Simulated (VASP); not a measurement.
# MoS2 (P6_3/mmc) in VASP: notebook, part 2 of 3

VASP 6.6.1. Earlier steps stand in the parts before.

## 3. Single point, PBE+D3(BJ)

This run uses another cell than the first one, of 15.42 Å³/atom, 0.891 times its volume.

File INCAR:

```
SYSTEM = MoS2
PREC = Accurate
ENCUT = 520
EDIFF = 1E-6
ISMEAR = 0
SIGMA = 0.02
LREAL = .FALSE.
LASPH = .TRUE.
NELM = 100
ALGO = Normal
ISIF = 2
LWAVE = .FALSE.
LCHARG = .FALSE.
GGA = PE
IVDW = 12
NBANDS = 35
```

File KPOINTS:

```
regular mesh
0
G
  15 15 4
  0 0 0
```

File POSCAR:

```
MoS2
1.0
    3.0754498096      0.0000000000      0.0000000000
   -1.5377249048      2.6634176632      0.0000000000
    0.0000000000      0.0000000000     11.2921544692
Mo S
2 4
Direct
    0.3333333333      0.6666666667      0.2500000000
    0.6666666667      0.3333333333      0.7500000000
    0.3333333333      0.6666666667      0.6108195552
    0.6666666667      0.3333333333      0.1108195552
    0.3333333333      0.6666666667      0.8891804448
    0.6666666667      0.3333333333      0.3891804448
```

Potentials or basis: VASP PAW PBE potentials, release 64 (Mo_sv, S).

Command:

```bash
$ cat potpaw_PBE.64/Mo_sv/POTCAR potpaw_PBE.64/S/POTCAR > POTCAR
$ mpirun -np 1 vasp_std > vasp.out
```

OUTCAR:

```text
SYSTEM = MoS2
   PREC = Accurate
   ENCUT = 520
   EDIFF = 1E-6
   ISMEAR = 0
   LREAL = .FALSE.
   LASPH = .TRUE.
   NELM = 100
   ISIF = 2
   GGA = PE
   IVDW = 12
 IVDW          = 12

 ion  position               nearest neighbor table
   1  0.333  0.667  0.250-   4 2.37   6 2.37   4 2.37   6 2.37   4 2.37   6 2.37
   2  0.667  0.333  0.750-   3 2.37   5 2.37   3 2.37   5 2.37   3 2.37   5 2.37
   3  0.333  0.667  0.611-   2 2.37   2 2.37   2 2.37
   4  0.667  0.333  0.111-   1 2.37   1 2.37   1 2.37
   5  0.333  0.667  0.889-   2 2.37   2 2.37   2 2.37
   6  0.667  0.333  0.389-   1 2.37   1 2.37   1 2.37

  LATTYP: Found a hexagonal cell.
 ALAT       =     3.0754498096
 C/A-ratio  =     3.6717082600

  Lattice vectors:

 A1 = (   3.0754498096,   0.0000000000,   0.0000000000)
 A2 = (  -1.5377249048,   2.6634176632,   0.0000000000)
 A3 = (   0.0000000000,   0.0000000000,  11.2921544692)

Analysis of symmetry for initial positions (statically):
=====================================================================
 Subroutine PRICEL returns:
 Original cell was already a primitive cell.

 Routine SETGRP: Setting up the symmetry group for a
 hexagonal supercell.

 Subroutine GETGRP returns: Found 24 space group operations
 (whereof 12 operations were pure point group operations)
 out of a pool of 24 trial point group operations.

The static configuration has the point symmetry D_3d.
 The point group associated with its full space group is D_6h.

Analysis of symmetry for dynamics (positions and initial velocities):
=====================================================================
 Subroutine PRICEL returns:
 Original cell was already a primitive cell.

 Routine SETGRP: Setting up the symmetry group for a
 hexagonal supercell.

 Subroutine GETGRP returns: Found 24 space group operations
 (whereof 12 operations were pure point group operations)
 out of a pool of 24 trial point group operations.

The dynamic configuration has the point symmetry D_3d.
 The point group associated with its full space group is D_6h.
[... 130 lines left out ...]
  Thomas-Fermi vector in A             =   2.478588
   LORBIT       =      0    0 simple, 1 ext, 2 COOP (PROOUT), +10 PAW based schemes
   GGA     = PE    functional components
   LHFCALC =     F    Hartree Fock is set to
   AEXX    =    0.0000 exact exchange contribution
   IVDW    =    12    specifies the selected vdW correction
   LEPSILON=     F    determine dielectric tensor
   LRPA    =     F    only Hartree local field effects (RPA)
 non-spin polarized calculation
 Gauss-broadening in eV      SIGMA  =   0.02
  energy-cutoff  :      520.00
  volume of cell :       92.50
 maximum number of plane-waves:      2506
 NGX is ok and might be reduce to    24
   NGX = 11   NGY = 11   NGZ = 41

 number of electron      52.0000004 magnetization

 Free energy of the ion-electron system (eV)
  ---------------------------------------------------
  ext. energy  EPLUGINS =         0.00000000
  ---------------------------------------------------
  free energy    TOTEN  =       -42.92077389 eV

  energy without entropy =      -42.92077389  energy(sigma->0) =      -42.92077389

 E-fermi :  10.0753     XC(G=0): -11.7319

 val. band max:        9.8409361175   @ k =   0.0000   0.0000   0.0000
 cond. band min:      10.2006349131   @ k =   0.2000   0.2000   0.0000
 fundamental gap:      0.3596987956
 Fermi energy:        10.0753063883

 k-point     1 :       0.0000    0.0000    0.0000
  band No.  band energies     occupation
      1     -51.8964      2.00000
      2     -51.8963      2.00000
      3     -26.1173      2.00000
      4     -26.1168      2.00000
      5     -25.7841      2.00000
      6     -25.7841      2.00000
[... 901 lines left out ...]
     34      14.4933      0.00000
     35      15.7178      0.00000

 [... further k-points ...]

------------------------ aborting loop because EDIFF is reached ----------------------------------------

 Edisp (eV)   -2.96428

 E8    (eV) :    -1.1957

  FORCE on cell =-STRESS in cart. coord.  units (eV):
  Direction    XX          YY          ZZ          XY          YZ          ZX
  --------------------------------------------------------------------------------------
  -------------------------------------------------------------------------------------
  Total       5.45604     5.45604     5.41206     0.00000     0.00000     0.00000
  in kB      94.50691    94.50691    93.74504     0.00000     0.00000     0.00000
  external pressure =       94.25 kB  Pullay stress =        0.00 kB

 VOLUME and BASIS-vectors are now :
 -----------------------------------------------------------------------------
  energy-cutoff  :      520.00
  volume of cell :       92.50
      direct lattice vectors                 reciprocal lattice vectors
     3.075449810  0.000000000  0.000000000     0.325155688  0.187728724  0.000000000
    -1.537724905  2.663417663  0.000000000     0.000000000  0.375457448  0.000000000
     0.000000000  0.000000000 11.292154469     0.000000000  0.000000000  0.088557060

 POSITION                                       TOTAL-FORCE (eV/Angst)
 -----------------------------------------------------------------------------------
     -0.00000      1.77561      2.82304        -0.000000     -0.000000      0.000000
      1.53772      0.88781      8.46912         0.000000      0.000000      0.000000
     -0.00000      1.77561      6.89747        -0.000000     -0.000000      0.019681
      1.53772      0.88781      1.25139         0.000000     -0.000000      0.019681
     -0.00000      1.77561     10.04076        -0.000000      0.000000     -0.019681
      1.53772      0.88781      4.39469         0.000000      0.000000     -0.019681
 -----------------------------------------------------------------------------------
    total drift:                               -0.000000      0.000000     -0.000000

  FREE ENERGIE OF THE ION-ELECTRON SYSTEM (eV)
  ---------------------------------------------------
  free  energy   TOTEN  =       -45.8850586641 eV

  energy  without entropy=      -45.8850586641  energy(sigma->0) =      -45.88505866
```

OSZICAR:

```text
N       E                     dE             d eps       ncg     rms          rms(c)
DAV:   1     0.459034271200E+03    0.45903E+03   -0.29541E+04  6062   0.144E+03
DAV:   2    -0.221747016996E+02   -0.48121E+03   -0.46467E+03  6694   0.383E+02
DAV:   3    -0.450914421564E+02   -0.22917E+02   -0.22467E+02  6858   0.767E+01
DAV:   4    -0.455148574766E+02   -0.42342E+00   -0.42232E+00  6731   0.106E+01
DAV:   5    -0.455213690755E+02   -0.65116E-02   -0.65099E-02  6686   0.132E+00    0.386E+01
DAV:   6    -0.435444084333E+02    0.19770E+01   -0.10132E+01  6255   0.208E+01    0.139E+01
DAV:   7    -0.433139234308E+02    0.23049E+00   -0.52127E+00  5982   0.138E+01    0.900E+00
DAV:   8    -0.429179587450E+02    0.39596E+00   -0.98534E-01  6008   0.666E+00    0.350E+00
DAV:   9    -0.429317611315E+02   -0.13802E-01   -0.10698E-01  6616   0.164E+00    0.158E+00
DAV:  10    -0.429207631388E+02    0.10998E-01   -0.42083E-02  6253   0.135E+00    0.339E-01
DAV:  11    -0.429208684764E+02   -0.10534E-03   -0.24311E-03  6116   0.283E-01    0.137E-01
DAV:  12    -0.429207778101E+02    0.90666E-04   -0.20495E-04  6363   0.690E-02    0.111E-01
DAV:  13    -0.429207758822E+02    0.19279E-05   -0.19663E-04  6311   0.709E-02    0.228E-02
DAV:  14    -0.429207739725E+02    0.19097E-05   -0.17200E-05  6088   0.231E-02    0.288E-02
DAV:  15    -0.429207738883E+02    0.84140E-07   -0.12390E-06  3963   0.540E-03
   1 F= -.45885059E+02 E0= -.45885059E+02  d E =-.748692E-21
```

stdout:

```text
POSCAR found type information on POSCAR MoS
 POSCAR found :  2 types and       6 ions
 scaLAPACK will be used
 LDA part: xc-table for (Slater+PW92), standard interpolation
 POSCAR, INCAR and KPOINTS ok, starting setup
 FFT: planning ... GRIDC
 FFT: planning ... GRID_SOFT
 FFT: planning ... GRID
 WAVECAR not read
 entering main loop
```

It took 98 s on 1 thread of Intel Xeon Platinum 8559C (Emerald Rapids), shared host; peak memory 0.35 GiB.

What came out:

| Item | Value |
| --- | --- |
| Free energy | -45.8851 eV |
| Pressure | 9.4 GPa |
| Largest force | 0.020 eV/Å |
| Band gap on the k mesh | 0.36 eV, indirect (least direct gap 1.70 eV) |
| Dispersion energy per atom | -0.494 eV |

Forces in eV/Å, atoms in the order of the input:
```
Mo   0.000  0.000  0.000
Mo   0.000  0.000  0.000
S    0.000  0.000  0.020
S    0.000  0.000  0.020
S    0.000  0.000 -0.020
S    0.000  0.000 -0.020
```

Levels at points of the mesh, in eV from the valence-band top:
| k point | band 24 | band 25 | band 26 | band 27 | band 28 | band 29 |
| --- | --- | --- | --- | --- | --- | --- |
| (0.00, 0.00, 0.00) | -1.85 | -0.73 | 0.00 | 1.90 | 1.90 | 1.93 |
| (0.00, 0.00, 0.50) | -2.39 | -0.21 | -0.21 | 1.90 | 1.90 | 1.90 |

A k mesh can miss the band edges.

## 4. Relaxation of shape and atoms at fixed volume, PBE+D3(BJ) (volume scaled by 0.94)

File INCAR:

```
SYSTEM = MoS2
  PREC = Accurate
  ENCUT = 600
  EDIFF = 1E-6
  ISMEAR = 0
  SIGMA = 0.02
  LREAL = .False.
  LASPH = .True.
  NELM = 60
  ALGO = Normal
  ISIF = 4
  LWAVE = .False.
  LCHARG = .False.
  GGA = PE
  IVDW = 12
  IBRION = 2
  NSW = 50
  EDIFFG = -0.01
```

File KPOINTS:

```
Automatic mesh
0
Gamma
  12 12 4
  0 0 0
```

File POSCAR:

```
MoS2
1.0
    3.1012975329      0.0000000000      0.0000000000
   -1.5506487664      2.6858024482      0.0000000000
    0.0000000000      0.0000000000     11.7180161501
Mo S
2 4
Direct
    0.3333333333      0.6666666667      0.2500000000
    0.6666666667      0.3333333333      0.7500000000
    0.3333333333      0.6666666667      0.6176617472
    0.6666666667      0.3333333333      0.1176617472
    0.3333333333      0.6666666667      0.8823382528
    0.6666666667      0.3333333333      0.3823382528
```

Potentials or basis: VASP PAW PBE potentials, release 64 (Mo_sv, S).

Command:

```bash
$ cat potpaw_PBE.64/Mo_sv/POTCAR potpaw_PBE.64/S/POTCAR > POTCAR
$ mpirun -np 1 vasp_std > vasp.out
```

OUTCAR:

```text
SYSTEM = MoS2
   PREC = Accurate
   ENCUT = 600
   EDIFF = 1E-6
   ISMEAR = 0
   LREAL = .False.
   LASPH = .True.
   NELM = 60
   ISIF = 4
   GGA = PE
   IVDW = 12
   IBRION = 2
   NSW = 50
   EDIFFG = -0.01
 IVDW          = 12

 ion  position               nearest neighbor table
   1  0.333  0.667  0.250-   4 2.37   6 2.37   4 2.37   6 2.37   4 2.37   6 2.37
   2  0.667  0.333  0.750-   3 2.37   5 2.37   3 2.37   5 2.37   3 2.37   5 2.37
   3  0.333  0.667  0.618-   2 2.37   2 2.37   2 2.37
   4  0.667  0.333  0.118-   1 2.37   1 2.37   1 2.37
   5  0.333  0.667  0.882-   2 2.37   2 2.37   2 2.37
   6  0.667  0.333  0.382-   1 2.37   1 2.37   1 2.37

  LATTYP: Found a hexagonal cell.
 ALAT       =     3.1012975329
 C/A-ratio  =     3.7784237165

  Lattice vectors:

 A1 = (   3.1012975329,   0.0000000000,   0.0000000000)
 A2 = (  -1.5506487664,   2.6858024482,   0.0000000000)
 A3 = (   0.0000000000,   0.0000000000,  11.7180161501)

Analysis of symmetry for initial positions (statically):
=====================================================================
 Subroutine PRICEL returns:
 Original cell was already a primitive cell.

 Routine SETGRP: Setting up the symmetry group for a
 hexagonal supercell.

 Subroutine GETGRP returns: Found 24 space group operations
 (whereof 12 operations were pure point group operations)
 out of a pool of 24 trial point group operations.

The static configuration has the point symmetry D_3d.
 The point group associated with its full space group is D_6h.

Analysis of symmetry for dynamics (positions and initial velocities):
=====================================================================
 Subroutine PRICEL returns:
 Original cell was already a primitive cell.

 Routine SETGRP: Setting up the symmetry group for a
 hexagonal supercell.

 Subroutine GETGRP returns: Found 24 space group operations
 (whereof 12 operations were pure point group operations)
 out of a pool of 24 trial point group operations.

The dynamic configuration has the point symmetry D_3d.
 The point group associated with its full space group is D_6h.

 Subroutine INISYM returns: Found 24 space group operations
 (whereof 12 operations are pure point group operations),
[... 109 lines left out ...]
   NFREE  =      1    steps in history (QN), initial steepest desc. (CG)
   ISIF   =      4    stress and relaxation
   ISYM   =      2    0-nonsym 1-usesym 2-fastsym
   POTIM  = 0.5000    time-step for ionic-motion
   TEBEG  =    0.0;   TEEND  =   0.0 temperature during run
   PSTRESS=    0.0 pullay stress
   NELECT =      52.0000    total number of electrons
   NUPDOWN=      -1.0000    fix difference up-down
   EMIN   =  10.00;   EMAX   =-10.00  energy-range for DOS
   EFERMI =   0.00;   METHOD = LEGACY
   ISMEAR =     0;   SIGMA  =   0.02  broadening in eV -4-tet -1-fermi 0-gaus
   EFERMI_NEDOS =   21; number of points for ismear=-14 and -15
   IALGO  =     38    algorithm
   IMIX   =      4    mixing-type and parameters
     AMIX     =   0.40;   BMIX     =  1.00
     AMIX_MAG =   1.60;   BMIX_MAG =  1.00
  volume/ion in A,a.u.               =      16.27       109.78
  Fermi-wavevector in a.u.,A,eV,Ry     =   1.327146  2.507943 23.964171  1.761317
  Thomas-Fermi vector in A             =   2.456480
   LORBIT       =      0    0 simple, 1 ext, 2 COOP (PROOUT), +10 PAW based schemes
   GGA     = PE    functional components
   LHFCALC =     F    Hartree Fock is set to
   AEXX    =    0.0000 exact exchange contribution
   IVDW    =    12    specifies the selected vdW correction
   LEPSILON=     F    determine dielectric tensor
   LRPA    =     F    only Hartree local field effects (RPA)
 conjugate gradient relaxation of ions
 non-spin polarized calculation
 Gauss-broadening in eV      SIGMA  =   0.02
  energy-cutoff  :      600.00
  volume of cell :       97.60
 maximum number of plane-waves:      3288
 NGX is ok and might be reduce to    28
   NGX = 13   NGY = 13   NGZ = 47

--------------------------------------- Ionic step        1  -------------------------------------------

 number of electron      51.9999999 magnetization

 Free energy of the ion-electron system (eV)
  ---------------------------------------------------
  ext. energy  EPLUGINS =         0.00000000
  ---------------------------------------------------
  free energy    TOTEN  =       -43.27111554 eV

  energy without entropy =      -43.27111554  energy(sigma->0) =      -43.27111554

------------------------ aborting loop because EDIFF is reached ----------------------------------------

 Edisp (eV)   -2.79964

 E8    (eV) :    -1.1288
[... 167 lines left out ...]
--------------------------------------- Ionic step        5  -------------------------------------------

 number of electron      51.9999998 magnetization

 Free energy of the ion-electron system (eV)
  ---------------------------------------------------
  ext. energy  EPLUGINS =         0.00000000
  ---------------------------------------------------
  free energy    TOTEN  =       -43.29872600 eV

  energy without entropy =      -43.29872600  energy(sigma->0) =      -43.29872600

 E-fermi :   9.2009     XC(G=0): -11.4048

 val. band max:        8.9447037760   @ k =   0.0000   0.0000   0.0000
 cond. band min:       9.4922810537   @ k =   0.1667   0.1667   0.0000
 fundamental gap:      0.5475772777
 Fermi energy:         9.2009297692

 k-point     1 :       0.0000    0.0000    0.0000
  band No.  band energies     occupation
      1     -52.7116      2.00000
      2     -52.7116      2.00000
      3     -26.9017      2.00000
      4     -26.9014      2.00000
      5     -26.6204      2.00000
      6     -26.6204      2.00000
[... 805 lines left out ...]
     30      10.8453      0.00000
     31      11.5376      0.00000

 [... further k-points ...]

------------------------ aborting loop because EDIFF is reached ----------------------------------------

 Edisp (eV)   -2.80125

 E8    (eV) :    -1.1295
[... 29 lines left out ...]
  FREE ENERGIE OF THE ION-ELECTRON SYSTEM (eV)
  ---------------------------------------------------
  free  energy   TOTEN  =       -46.0999711561 eV

  energy  without entropy=      -46.0999711561  energy(sigma->0) =      -46.09997116

 reached required accuracy - stopping structural energy minimisation
```

OSZICAR:

```text
N       E                     dE             d eps       ncg     rms          rms(c)
DAV:   1     0.511248496352E+03    0.51125E+03   -0.32233E+04  3766   0.181E+03
DAV:   2    -0.162458217907E+02   -0.52749E+03   -0.51685E+03  4234   0.437E+02
DAV:   3    -0.453569255691E+02   -0.29111E+02   -0.28715E+02  4634   0.892E+01
[... 43 lines left out ...]
DAV:   3    -0.432992801000E+02    0.14947E-02   -0.44817E-03  4147   0.404E-01    0.164E-01
DAV:   4    -0.432987326322E+02    0.54747E-03   -0.19409E-03  4019   0.240E-01    0.109E-01
DAV:   5    -0.432987336727E+02   -0.10405E-05   -0.12284E-04  4157   0.612E-02    0.301E-02
DAV:   6    -0.432987255611E+02    0.81115E-05   -0.54506E-05  4372   0.379E-02    0.129E-02
DAV:   7    -0.432987259992E+02   -0.43807E-06   -0.82175E-06  4163   0.159E-02
   5 F= -.46099971E+02 E0= -.46099971E+02  d E =-.776819E-02
```

Run time: 6.9 min. Hardware: 1 thread of Intel Xeon 6975P-C (Granite Rapids), shared host; peak memory 0.38 GiB.

What came out:

- Free energy: -46.1000 eV
- Energy gained by relaxing: 4.9 meV/atom
- Ionic steps: 5
- Pressure after relaxing: 4.1 GPa
- Largest force after relaxing: 0.004 eV/Å
- Band gap on the k mesh: 0.55 eV, indirect (least direct gap 1.78 eV)
- Dispersion energy per atom: -0.467 eV

Forces in eV/Å, atoms in the order of the input:
```
Mo   0.000  0.000  0.000
Mo   0.000  0.000  0.000
S    0.000  0.000 -0.004
S    0.000  0.000 -0.004
S    0.000  0.000  0.004
S    0.000  0.000  0.004
```

Stress tensor (GPa, compression positive):
```
4.02 0.00 0.00
0.00 4.02 0.00
0.00 0.00 4.14
```

Step by step:
| step | energy change (eV) | largest force (eV/Å) | pressure (GPa) | volume (Å³) |
| --- | --- | --- | --- | --- |
| 1 | 0.0000 | 0.5115 | 7.16 | 97.60 |
| 2 | -0.0207 | 0.0572 | 4.41 | 97.60 |
| 3 | -0.0214 | 0.0301 | 4.82 | 97.60 |
| 4 | -0.0283 | 0.0146 | 4.31 | 97.60 |
| 5 | -0.0292 | 0.0038 | 4.06 | 97.60 |

Final structure:
```
CELL_PARAMETERS angstrom
3.11522 0.00000 0.00000
-1.55761 2.69786 0.00000
0.00000 0.00000 11.61348
ATOMIC_POSITIONS crystal
Mo 0.33333 0.66667 0.25000
Mo 0.66667 0.33333 0.75000
S 0.33333 0.66667 0.61504
S 0.66667 0.33333 0.11504
S 0.33333 0.66667 0.88496
S 0.66667 0.33333 0.38496
```

Caveat: the cell differs from its parent crystal (volume scaled by 0.94). A k mesh can miss the band edges.

[end of part 2 of 3]
